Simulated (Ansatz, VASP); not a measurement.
## Si2W in VASP and in Ansatz

```
CELL_PARAMETERS angstrom
-1.60690 1.60690 3.91495
1.60690 -1.60690 3.91495
1.60690 1.60690 -3.91495
ATOMIC_POSITIONS crystal
W 0.00000 0.00000 0.00000
Si 0.66530 0.66530 0.00000
Si 0.33470 0.33470 0.00000
```

Alike in both runs: functional PBEsol; k mesh 7 × 7 × 7; occupations fermi-dirac, width 0.05 eV; no spin polarisation.

|  | VASP | Ansatz |
| --- | --- | --- |
| version | VASP 6.6.1 | Ansatz 0.2.0 |
| potentials or method | VASP PAW PBE potentials, release 64 (W_sv, Si) | Ansatz PAW |
| plane-wave cutoff (eV) | 520 | 420 |
| valence electrons in the cell | 22 | 22 |
| task | single point | projected density of states |

```csv
,VASP,Ansatz,Ansatz less VASP
gap on the k mesh at the Fermi level (eV),none,none,-
pressure (GPa),-1.7,-2.0,-0.30
"traceless stress, the component that is largest in VASP (GPa)",0.09,0.13,+0.042
rms of the force components (eV/Å),0.005,0.007,+0.0023
```

VASP's potentials were made for PBE, not for PBEsol. Atom by atom the forces differ by 0.002 eV/Å (rms over components). A gap of «none» marks a metal or a gap that the smearing closes.

The k mesh is coarse, so the values compare programs but aren't converged. Spin-orbit coupling is off throughout.
